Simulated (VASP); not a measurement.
# MoS2 (C2/m) in VASP: notebook

MoS2 is run at these levels: PBEsol+D3(BJ); tasks: single point.

Program: VASP 6.6.1. These are calculated values, not measurements. Logs are shortened: lines on timing, memory, paths and dates and some standing lists are left out, and cuts for length are marked.

**1. The cell of the first run**

It takes space group C2/m (No. 12, monoclinic). The conventional cell has a = 5.334 Å, b = 3.080 Å, c = 17.465 Å, α = 90.00°, β = 95.26°, γ = 90.00°. Mo (site symmetry m) has 6 S at 2.40 Å and 6 Mo at 3.08 Å within 3.2 Å. Within 3.2 Å of Mo (site symmetry 2/m) lie 6 S at 2.40 Å and 6 Mo at 3.08 Å. S (site symmetry m) has 3 Mo at 2.40 Å and 7 S at 2.58 to 3.08 Å within 3.2 Å. Within 3.2 Å of S (site symmetry m) lie 3 Mo at 2.40 Å and 9 S at 3.08 to 3.13 Å. Within 3.2 Å of S (site symmetry m) lie 3 Mo at 2.40 Å and 9 S at 3.08 to 3.13 Å.

**2. Single point, PBEsol+D3(BJ)**

INCAR reads:

```
PREC = Accurate
ENCUT = 520
EDIFF = 1E-6
ISMEAR = 0
SIGMA = 0.15
LREAL = F
LASPH = T
NELM = 80
ALGO = Fast
ISIF = 2
LWAVE = F
LCHARG = T
GGA = PS
IVDW = 12
LELF = T
LVHAR = T
NBANDS = 49
```

KPOINTS reads:

```
Automatic mesh
0
Gamma
  14 14 3
```

POSCAR reads:

```
MoS2
1.0
   -3.0798097231      0.0000000000      0.0000000000
   -1.5399048616     -2.6671934590      0.0000000000
   -3.2338002093     -1.8670354213     17.3911508765
Mo S
3 6
Direct
    0.5500233333      0.5500233333      0.1666333333
    0.4166900000     -0.5833100000      0.8333000000
   -0.0166433333     -0.0166433333      0.4999666667
    0.0185638956      0.0185638956      0.9258611016
    0.5852305622     -0.4147694378      0.5925277682
    0.1518972289      0.1518972289      0.2591944349
    0.3814827711      0.3814827711      0.4074055651
    0.9481494378     -0.0518505622      0.0740722318
   -0.1851838956     -0.1851838956      0.7407388984
```

Potentials or basis: VASP PAW PBE potentials, release 64 (Mo_sv, S).

The run is started by

```bash
$ cat potpaw_PBE.64/Mo_sv/POTCAR potpaw_PBE.64/S/POTCAR > POTCAR
$ mpirun -np 1 vasp_std > vasp.out
```

OUTCAR:

```text
PREC = Accurate
   ENCUT = 520
   EDIFF = 1E-6
   ISMEAR = 0
   LREAL = F
   LASPH = T
   NELM = 80
   ISIF = 2
   GGA = PS
   IVDW = 12
 IVDW          = 12

 ion  position               nearest neighbor table
   1  0.550  0.550  0.167-   8 2.40   8 2.40   8 2.40   6 2.40   6 2.40   6 2.40
   2  0.417  0.417  0.833-   4 2.40   9 2.40   4 2.40   9 2.40   4 2.40   9 2.40
   3  0.983  0.983  0.500-   5 2.40   5 2.40   5 2.40   7 2.40   7 2.40   7 2.40
   4  0.019  0.019  0.926-   2 2.40   2 2.40   2 2.40   8 2.58
   5  0.585  0.585  0.593-   3 2.40   3 2.40   3 2.40
   6  0.152  0.152  0.259-   1 2.40   1 2.40   1 2.40
   7  0.381  0.381  0.407-   3 2.40   3 2.40   3 2.40
   8  0.948  0.948  0.074-   1 2.40   1 2.40   1 2.40   4 2.58
   9  0.815  0.815  0.741-   2 2.40   2 2.40   2 2.40

  LATTYP: Found a base centered monoclinic cell.
 ALAT       =     5.3343869181
 B/A-ratio  =     0.5773502692
 C/A-ratio  =     3.2739704989
 COS(beta)  =    -0.0916318580

  Lattice vectors:

 A1 = (  -3.0798097231,   0.0000000000,   0.0000000000)
 A2 = (  -1.5399048616,  -2.6671934590,   0.0000000000)
 A3 = (   1.3859143754,   0.8001580377,  17.3911508765)

Analysis of symmetry for initial positions (statically):
=====================================================================
 Subroutine PRICEL returns:
 Original cell was already a primitive cell.

 Routine SETGRP: Setting up the symmetry group for a
 base centered monoclinic supercell.

 Subroutine GETGRP returns: Found  4 space group operations
 (whereof  2 operations were pure point group operations)
 out of a pool of  4 trial point group operations.

The static configuration has the point symmetry C_1h.
 The point group associated with its full space group is C_2h.

Analysis of symmetry for dynamics (positions and initial velocities):
=====================================================================
 Subroutine PRICEL returns:
 Original cell was already a primitive cell.

 Routine SETGRP: Setting up the symmetry group for a
 base centered monoclinic supercell.

 Subroutine GETGRP returns: Found  4 space group operations
 (whereof  2 operations were pure point group operations)
 out of a pool of  4 trial point group operations.

The dynamic configuration has the point symmetry C_1h.
 The point group associated with its full space group is C_2h.

 Subroutine INISYM returns: Found  4 space group operations
 (whereof  2 operations are pure point group operations),
 and found     1 'primitive' translations

----------------------------------------------------------------------------------------

                                     Primitive cell

  volume of cell :     142.8587

  direct lattice vectors                    reciprocal lattice vectors
    -3.079809723  0.000000000  0.000000000    -0.324695384  0.187462967 -0.040250355
    -1.539904862 -2.667193459  0.000000000     0.000000000 -0.374925934 -0.040250355
    -3.233800209 -1.867035421 17.391150876     0.000000000  0.000000000  0.057500507

  length of vectors
     3.079809723  3.079809723 17.787507242     0.377080293  0.377080293  0.057500507

  position of ions in fractional coordinates (direct lattice)
     0.550023333  0.550023333  0.166633333
     0.416690000  0.416690000  0.833300000
     0.983356667  0.983356667  0.499966667
     0.018563896  0.018563896  0.925861102
     0.585230562  0.585230562  0.592527768
     0.151897229  0.151897229  0.259194435
     0.381482771  0.381482771  0.407405565
     0.948149438  0.948149438  0.074072232
     0.814816104  0.814816104  0.740738898

  ion indices of the primitive-cell ions
   primitive index   ion index
                 1           1
                 2           2
                 3           3
                 4           4
                 5           5
                 6           6
                 7           7
                 8           8
                 9           9

----------------------------------------------------------------------------------------

 KPOINTS: Automatic mesh

Automatic generation of k-mesh.
 Grid dimensions read from file:
 generate k-points for:   14   14    3

 Generating k-lattice:

  Cartesian coordinates                     Fractional coordinates (reciprocal lattice)
    -0.023192527  0.013390212 -0.002875025     0.071428571  0.000000000  0.000000000
     0.000000000 -0.026780424 -0.002875025     0.000000000  0.071428571  0.000000000
     0.000000000  0.000000000  0.019166836     0.000000000  0.000000000  0.333333333

  Length of vectors
     0.026934307  0.026934307  0.019166836

  Shift w.r.t. Gamma in fractional coordinates (k-lattice)
     0.000000000  0.000000000  0.000000000

 Subroutine IBZKPT returns following result:
 ===========================================

 Found    162 irreducible k-points:

 Following reciprocal coordinates:
            Coordinates               Weight
  0.000000  0.000000  0.000000      1.000000
[... 54 lines left out ...]
   AEXX    =    0.0000 exact exchange contribution
   IVDW    =    12    specifies the selected vdW correction
   LEPSILON=     F    determine dielectric tensor
   LRPA    =     F    only Hartree local field effects (RPA)
 non-spin polarized calculation
 RMM-DIIS sequential band-by-band and
 Gauss-broadening in eV      SIGMA  =   0.15
  energy-cutoff  :      520.00
  volume of cell :      142.86
 maximum number of plane-waves:      3873
   NGX = 11   NGY = 11   NGZ = 67

 number of electron      77.9999999 magnetization

 Free energy of the ion-electron system (eV)
  ---------------------------------------------------
  ext. energy  EPLUGINS =         0.00000000
  ---------------------------------------------------
  free energy    TOTEN  =       -67.32713460 eV

  energy without entropy =      -67.30171588  energy(sigma->0) =      -67.31442524

 E-fermi :   9.1994     XC(G=0): -11.7369

 val. band max:        9.1979847536   @ k =  -0.4286   0.2857  -0.0000
 cond. band min:       9.2062870859   @ k =  -0.2143   0.1429   0.3333
 fundamental gap:      0.0083023322
 Fermi energy:         9.1993656611

 k-point     1 :       0.0000    0.0000    0.0000
  band No.  band energies     occupation
      1     -52.3490      2.00000
      2     -52.3490      2.00000
      3     -52.2943      2.00000
      4     -26.5629      2.00000
      5     -26.5627      2.00000
      6     -26.4747      2.00000
[... 41 lines left out ...]
     48      12.5819      0.00000
     49      12.6996      0.00000

 k-point     2 :       0.0714    0.0000   -0.0000
  band No.  band energies     occupation
      1     -52.3462      2.00000
      2     -52.3462      2.00000
      3     -52.2915      2.00000
      4     -26.5576      2.00000
      5     -26.5575      2.00000
      6     -26.4694      2.00000
[... 41 lines left out ...]
     48      12.3414      0.00000
     49      12.6646      0.00000

 k-point     3 :       0.1429    0.0000    0.0000
  band No.  band energies     occupation
      1     -52.3382      2.00000
      2     -52.3382      2.00000
      3     -52.2835      2.00000
      4     -26.5430      2.00000
      5     -26.5429      2.00000
      6     -26.4548      2.00000
[... 41 lines left out ...]
     48      12.2020      0.00000
     49      12.2745      0.00000

 k-point     4 :       0.2143    0.0000    0.0000
  band No.  band energies     occupation
      1     -52.3266      2.00000
      2     -52.3266      2.00000
      3     -52.2718      2.00000
      4     -26.5221      2.00000
      5     -26.5219      2.00000
      6     -26.4706      2.00000
[... 977 lines left out ...]
     48      12.1975      0.00000
     49      12.2262      0.00000

 k-point    23 :       0.2143    0.1429    0.0000
  band No.  band energies     occupation
      1     -52.3310      2.00000
      2     -52.3310      2.00000
      3     -52.2762      2.00000
      4     -26.5299      2.00000
      5     -26.5297      2.00000
      6     -26.4416      2.00000
[... 41 lines left out ...]
     48      12.1154      0.00000
     49      12.4563      0.00000

 k-point    24 :       0.2857    0.1429    0.0000
  band No.  band energies     occupation
      1     -52.3205      2.00000
      2     -52.3205      2.00000
      3     -52.2657      2.00000
      4     -26.5120      2.00000
      5     -26.5120      2.00000
      6     -26.5106      2.00000
[... 41 lines left out ...]
     48      12.0520      0.00000
     49      12.4715      0.00000

 [... further k-points ...]

------------------------ aborting loop because EDIFF is reached ----------------------------------------

 Edisp (eV)   -3.73368

 E8    (eV) :    -2.3465

  FORCE on cell =-STRESS in cart. coord.  units (eV):
  Direction    XX          YY          ZZ          XY          YZ          ZX
  --------------------------------------------------------------------------------------
  -------------------------------------------------------------------------------------
  Total       0.67504     0.81407     2.90046    -0.12041    -0.30172    -0.52260
  in kB       7.57061     9.12993    32.52899    -1.35041    -3.38386    -5.86102
  external pressure =       16.41 kB  Pullay stress =        0.00 kB

 VOLUME and BASIS-vectors are now :
 -----------------------------------------------------------------------------
  energy-cutoff  :      520.00
  volume of cell :      142.86
      direct lattice vectors                 reciprocal lattice vectors
    -3.079809723  0.000000000  0.000000000    -0.324695384  0.187462967 -0.040250355
    -1.539904862 -2.667193459  0.000000000     0.000000000 -0.374925934 -0.040250355
    -3.233800209 -1.867035421 17.391150876     0.000000000  0.000000000  0.057500507

 POSITION                                       TOTAL-FORCE (eV/Angst)
 -----------------------------------------------------------------------------------
     -3.07981     -1.77813      2.89795        -0.085952     -0.049624     -0.124498
     -4.61971     -2.66719     14.49205         0.085952      0.049624      0.124498
     -6.15962     -3.55626      8.69500        -0.000000      0.000000      0.000000
     -3.07981     -1.77813     16.10179         0.072579      0.041903     -1.208558
     -4.61971     -2.66719     10.30474         0.000454      0.000262     -0.007665
     -1.53990     -0.88906      4.50769         0.017601      0.010162      0.055761
     -3.07981     -1.77813      7.08525        -0.000454     -0.000262      0.007665
     -4.61971     -2.66719      1.28820        -0.072579     -0.041903      1.208558
     -6.15962     -3.55626     12.88230        -0.017601     -0.010162     -0.055761
 -----------------------------------------------------------------------------------
    total drift:                                0.000023      0.000013     -0.000012

  FREE ENERGIE OF THE ION-ELECTRON SYSTEM (eV)
  ---------------------------------------------------
  free  energy   TOTEN  =       -71.0608125044 eV

  energy  without entropy=      -71.0353937841  energy(sigma->0) =      -71.04810314
```

Run time: 36 min. Hardware: 1 thread of Oxide Virtual Turin-like, shared host; peak memory 0.83 GiB.

Results:

```yaml
Free_energy: -71.0608 eV
Pressure: 1.6 GPa
Largest_force: 1.211 eV/Å
Band_gap_on_the_k_mesh: zero (bands 39 and 40 overlap by 0.56 eV)
Dispersion_energy_per_atom: -0.415 eV
```

Forces in eV/Å, atoms in the order of the input:
```
Mo  -0.086 -0.050 -0.124
Mo   0.086  0.050  0.124
Mo   0.000  0.000  0.000
S    0.073  0.042 -1.209
S    0.000  0.000 -0.008
S    0.018  0.010  0.056
S    0.000  0.000  0.008
S   -0.073 -0.042  1.209
S   -0.018 -0.010 -0.056
```

Levels at points of the mesh, in eV from the Fermi level:
```csv
k point,band 37,band 38,band 39,band 40,band 41,band 42
"(0.00, 0.00, 0.00)",-0.73,-0.17,-0.13,-0.13,0.11,0.19
"(0.50, 0.00, 0.00)",-1.48,-1.31,-1.27,1.62,1.62,1.65
"(0.50, 0.50, 0.00)",-1.31,-1.30,-1.28,1.62,1.62,1.65
```

Caveat: the PAW data sets were made with another functional, which shifts forces and pressure a little.

**3. Single point, PBEsol+D3(BJ) (the part above a cut slid along it)**

INCAR reads:

```
SYSTEM = MoS2
PREC = Accurate
ENCUT = 520
EDIFF = 1E-6
ISMEAR = 0
SIGMA = 0.15
LREAL = .FALSE.
LASPH = .TRUE.
NELM = 60
ALGO = Fast
ISIF = 2
LWAVE = .FALSE.
LCHARG = .FALSE.
GGA = PS
IVDW = 12
NBANDS = 49
```

KPOINTS reads:

```
Automatic mesh
0
G
  14 14 3
  0 0 0
```

POSCAR reads:

```
MoS2
1.0
   -3.0798097231      0.0000000000      0.0000000000
   -1.5399048616     -2.6671934590      0.0000000000
   -1.3859143754     -0.8001580377     17.1411508765
Mo S
3 6
Direct
    0.6159475733      0.6159475733      0.1690636447
    0.7463639496     -0.2536360504      0.8454535013
    0.1811557614      0.1811557614      0.5072585730
    0.3848572907      0.3848572907      0.9393645867
    0.8196491025     -0.1803508975      0.6011696583
    0.2544409143      0.2544409143      0.2629747300
    0.5426624204      0.5426624204      0.4133474877
    0.9774542322     -0.0225457678      0.0751525593
    0.1078706085      0.1078706085      0.7515424160
```

Potentials or basis: VASP PAW PBE potentials, release 64 (Mo_sv, S).

The run is started by

```bash
$ cat potpaw_PBE.64/Mo_sv/POTCAR potpaw_PBE.64/S/POTCAR > POTCAR
$ mpirun -np 1 vasp_std > vasp.out
```

Run time: 46 min. Hardware: 1 thread of Oxide Virtual Turin-like, shared host; peak memory 0.81 GiB.

Results (log left out):

```yaml
Free_energy: -71.4535 eV
Pressure: 0.8 GPa
Largest_force: 0.452 eV/Å
Band_gap_on_the_k_mesh: zero (bands 39 and 40 overlap by 0.67 eV)
Dispersion_energy_per_atom: -0.421 eV
```

Forces on the atoms (eV/Å):
```
Mo  -0.026 -0.015 -0.259
Mo   0.026  0.015  0.259
Mo   0.000  0.000  0.000
S    0.058  0.033 -0.447
S    0.000  0.000 -0.002
S    0.004  0.002  0.022
S    0.000  0.000  0.002
S   -0.058 -0.033  0.447
S   -0.004 -0.002 -0.022
```

Stress tensor (GPa, compression positive):
```
 1.23 -0.20 -0.27
-0.20  1.46 -0.16
-0.27 -0.16 -0.19
```

Levels at points of the mesh, in eV from the Fermi level:
```tsv
k point	band 36	band 37	band 38	band 39	band 40	band 41	band 42	band 43
(0.00, 0.00, 0.00)	-0.73	-0.72	-0.16	-0.16	-0.04	0.01	0.06	0.13
(0.50, 0.00, 0.00)	-1.91	-1.74	-1.55	-1.10	1.59	1.59	1.65	1.98
(0.50, 0.50, 0.00)	-1.86	-1.67	-1.30	-1.26	1.59	1.59	1.65	1.82
```

Caveat: the cell differs from its parent crystal (the part above a cut slid along it); the PAW data sets were made with another functional, which shifts forces and pressure a little.

**4. Single point, PBEsol+D3(BJ) (the part above a cut slid along it)**

INCAR reads:

```
PREC = Accurate ; ENCUT = 520
EDIFF = 1E-7 ; ISMEAR = 0
SIGMA = 0.15 ; LREAL = F
LASPH = T ; NELM = 100
ALGO = Fast ; ISIF = 2
LWAVE = F ; LCHARG = F
GGA = PS ; IVDW = 12
NBANDS = 49
```

KPOINTS reads:

```
Automatic mesh
0
Gamma
  14 14 3
```

POSCAR reads:

```
MoS2
1.0
   -3.0798097231      0.0000000000      0.0000000000
   -1.5399048616     -2.6671934590      0.0000000000
   -1.3859143754     -0.8001580377     18.8911508765
Mo S
3 6
Direct
    0.6206459854      0.6206459854      0.1534022707
    0.7698597700     -0.2301402300      0.7671341000
    0.1952528777      0.1952528777      0.4602681854
    0.4109629743      0.4109629743      0.8523456413
    0.8363560820     -0.1636439180      0.5454797266
    0.2617491897      0.2617491897      0.2386138120
    0.5541496734      0.5541496734      0.3750566441
    0.9795427812     -0.0204572188      0.0681907294
    0.1287565657      0.1287565657      0.6819225587
```

The run is started by

```bash
$ cat potpaw_PBE.64/Mo_sv/POTCAR potpaw_PBE.64/S/POTCAR > POTCAR
$ mpirun -np 1 vasp_std > vasp.out
```

Wall time 51 min (1 thread of Oxide Virtual Turin-like, shared host); peak memory 0.89 GiB.

It converged, with:

- Free energy: -71.2578 eV
- Pressure: -0.2 GPa
- Largest force: 0.142 eV/Å
- Band gap on the k mesh: zero (bands 39 and 40 overlap by 0.47 eV)
- Dispersion energy per atom: -0.384 eV

Forces in eV/Å, atoms in the order of the input:
```
Mo   0.000  0.000 -0.087
Mo   0.000  0.000  0.087
Mo   0.000  0.000  0.000
S    0.000  0.000  0.142
S    0.000  0.000  0.020
S    0.000  0.000  0.083
S    0.000  0.000 -0.020
S    0.000  0.000 -0.142
S    0.000  0.000 -0.083
```

Stress tensor (GPa, compression positive):
```
-0.02  0.00  0.00
 0.00 -0.02  0.00
 0.00  0.00 -0.46
```

Levels at points of the mesh, in eV from the Fermi level:
| k point | band 36 | band 37 | band 38 | band 39 | band 40 | band 41 | band 42 | band 43 |
| --- | --- | --- | --- | --- | --- | --- | --- | --- |
| (0.00, 0.00, 0.00) | -0.70 | -0.70 | -0.50 | -0.12 | 0.07 | 0.07 | 0.18 | 0.18 |
| (0.50, 0.00, 0.00) | -2.14 | -1.57 | -1.37 | -1.15 | 1.62 | 1.62 | 1.67 | 1.96 |
| (0.50, 0.50, 0.00) | -2.13 | -1.58 | -1.36 | -1.15 | 1.62 | 1.62 | 1.67 | 1.95 |

Caveat: the cell differs from its parent crystal (the part above a cut slid along it); the PAW data sets were made with another functional, which shifts forces and pressure a little.

**5. Overview**

| cell | further INCAR settings | gap on the mesh (eV) | pressure (GPa) | largest force (eV/Å) |
| --- | --- | --- | --- | --- |
| a = 3.080, b = 3.080, c = 17.788 Å, angles 79.5, 79.5, 60.0°, 9 atoms | ALGO = Fast; EDIFF = 1e-06; NBANDS = 49 | none | 1.6 | 1.21 |
| a = 3.080, b = 3.080, c = 17.216 Å, angles 85.4, 85.4, 60.0°, 9 atoms | ALGO = Fast; EDIFF = 1e-06; NBANDS = 49 | none | 0.8 | 0.45 |
| a = 3.080, b = 3.080, c = 18.959 Å, angles 85.8, 85.8, 60.0°, 9 atoms | ALGO = Fast; EDIFF = 1e-07; NBANDS = 49 | none | -0.2 | 0.14 |

Alike in all rows: task single point; level PBEsol+D3(BJ); potentials or basis VASP PAW PBE potentials, release 64 (Mo_sv, S); no spin polarisation; k mesh 14 × 14 × 3; cutoff (eV) 520; smearing gaussian 0.15 eV.

Caveats: the PAW data sets were made with another functional, which shifts forces and pressure a little.

Total energies depend on the potentials used, so only differences within one code and one set of settings carry meaning.
